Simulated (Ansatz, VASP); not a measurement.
Two plane-wave programs on Al3GaN4

File POSCAR:

```
Al3GaN4
1.0
    5.0380821985      0.0000000000      0.0000609633
    0.0000000000      3.1249488273      0.0000000000
   -0.0032907418      0.0000000000      5.4103929818
Al Ga N
3 1 4
Direct
    0.5002216625      0.5000000000      0.1672550745
    0.0006683705      0.5000000000      0.8349019374
    0.0010043255      0.0000000000      0.3316444641
    0.5310739707     -0.0509125220      0.6662041082
    0.1107069781      0.0000000000      0.6663170124
    0.1226755900      0.5000000000      0.1671322918
    0.6254135993      0.5000000000      0.8406810063
    0.6234137866      0.0000000000      0.3258647496
```

Contents of INCAR.step1:

```
SYSTEM = Al3GaN4
  PREC = Accurate
  ENCUT = 520
  ISMEAR = 0
  SIGMA = 0.05
  LREAL = .False.
  LASPH = .True.
  NELM = 100
  NBANDS = 31
  GGA = PE
  ALGO = Normal
  EDIFF = 1E-4
  LWAVE = .True.
  LCHARG = .False.
```

INCAR.step2

```
SYSTEM = Al3GaN4
  PREC = Accurate
  ENCUT = 520
  EDIFF = 1E-7
  ISMEAR = 0
  SIGMA = 0.05
  LREAL = .False.
  LASPH = .True.
  NELM = 100
  ALGO = Normal
  ISIF = 2
  LWAVE = .False.
  LCHARG = .False.
  METAGGA = R2SCAN
  LMIXTAU = .True.
  NBANDS = 31
  ISTART = 1
```

The input KPOINTS:

```
Automatic mesh
0
Gamma
  6 8 4
  0 0 0
```

Input for Ansatz:

```yaml
crystal:
  lattice:
    - [5.0380821985, 0.0, 6.09633e-05]
    - [0.0, 3.1249488273, 0.0]
    - [-0.0032907418, 0.0, 5.4103929818]
  atoms:
    - { symbol: Al, position: [0.5002216625, 0.5, 0.1672550745] }
    - { symbol: Al, position: [0.0006683705, 0.5, 0.8349019374] }
    - { symbol: Al, position: [0.0010043255, 0.0, 0.3316444641] }
    - { symbol: Ga, position: [0.5310739707, -0.050912522, 0.6662041082] }
    - { symbol: "N", position: [0.1107069781, 0.0, 0.6663170124] }
    - { symbol: "N", position: [0.12267559, 0.5, 0.1671322918] }
    - { symbol: "N", position: [0.6254135993, 0.5, 0.8406810063] }
    - { symbol: "N", position: [0.6234137866, 0.0, 0.3258647496] }
basis:
  ecutwfc: 500
kpoints:
  mp_grid: { grid: [6, 8, 4] }
hamiltonian:
  xc: r2scan
scf:
  occupations: { method: gaussian, width: 0.05 }
output:
  forces: true
  stress: true
  eigenvalues: true
```

Change from the starting cell: all Ga atoms moved +0.225 Å, as atom 4 along Cartesian [1 -1 0].

Alike in both runs: task single point; functional r2SCAN; k mesh 6 × 8 × 4; occupations gaussian, width 0.05 eV; no spin polarisation.

```csv
,VASP,Ansatz
version,VASP 6.6.1,Ansatz 0.2.0
potentials or method,"VASP PAW PBE potentials, release 64 (Al, Ga_d, N), cutoff 520 eV","scalar-relativistic, plane waves, PAW"
valence electrons in the cell,42,42
```

```csv
,VASP,Ansatz,Ansatz less VASP
gap on the k mesh at the Fermi level (eV),4.01,3.99,-0.021
least direct gap on the mesh (eV),4.01,3.99,-0.021
pressure (GPa),1.9,1.9,0.00
"traceless stress, the component that is largest in VASP (GPa)",-4.55,-4.45,+0.100
rms of the force components (eV/Å),1.111,1.091,-0.0205
```

VASP's potentials were made for PBE, not for r2SCAN. Atom by atom the forces differ by 0.033 eV/Å (rms over components).
